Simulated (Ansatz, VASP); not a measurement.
**SnSe2: VASP beside Ansatz**

Contents of INCAR:

```
SYSTEM = SnSe2
  ALGO = Normal
  EDIFF = 1E-6
  EDIFFG = -0.008
  ENCUT = 520
  GGA = PE
  IBRION = 2
  ISIF = 2
  ISMEAR = 0
  LASPH = .TRUE.
  LCHARG = .FALSE.
  LREAL = .FALSE.
  LWAVE = .FALSE.
  NELM = 80
  NSW = 60
  PREC = Accurate
  SIGMA = 0.02
```

File KPOINTS:

```
k-points
0
G
  12 12 4
  0 0 0
```

File POSCAR:

```
SnSe2
1.0
    3.8716723131      0.0000000000      0.0000000000
   -1.9358361566      3.3529665783      0.0000000000
    0.0000000000      0.0000000000      6.6922569850
Sn Se
1 2
Direct
    0.0000000000      0.0000000000      0.0000000000
    0.6666666667      0.3333333333      0.7666463443
    0.3333333333      0.6666666667      0.2333536557
```

Input for Ansatz:

```yaml
crystal:
  lattice:
    - [3.8716723131, 0.0, 0.0]
    - [-1.9358361566, 3.3529665783, 0.0]
    - [0.0, 0.0, 6.692256985]
  atoms:
    - { symbol: Sn, position: [0.0, 0.0, 0.0] }
    - { symbol: Se, position: [0.6666666667, 0.3333333333, 0.7666463443] }
    - { symbol: Se, position: [0.3333333333, 0.6666666667, 0.2333536557] }
basis:
  ecutwfc: 420
kpoints:
  mp_grid: { grid: [12, 12, 4] }
hamiltonian:
  xc: pbe
scf:
  occupations: { method: gaussian, width: 0.02 }
output:
  forces: true
  stress: true
  eigenvalues: true
relax:
  adjacent_minimum: "off"
  f_tol: 0.008
  max_steps: 40
```

Change from the starting cell: strain along c alone, the other axes held, atoms relaxed: -4.0 %.

Alike in both runs: task relaxation of the atoms; functional PBE; k mesh 12 × 12 × 4; occupations gaussian, width 0.02 eV; no spin polarisation.

|  | VASP | Ansatz |
| --- | --- | --- |
| version | VASP 6.6.1 | Ansatz 0.2.0 |
| potentials or method | VASP PAW PBE potentials, release 64 (Sn_d, Se), cutoff 520 eV | scalar-relativistic, plane waves, PAW |
| valence electrons in the cell | 26 | 46 |

VASP gave:

```
gap on the k mesh at the Fermi level, each at its own relaxed structure (eV) : 0.68
```

Question: What did Ansatz give for the same quantities?

Answer: gap on the k mesh at the Fermi level, each at its own relaxed structure (eV): 0.69.

VASP's potentials hold 26 valence electrons a cell and Ansatz's 46, so a difference there can come from the potentials and not from the codes. Ansatz's warnings: stress scf threshold loose.
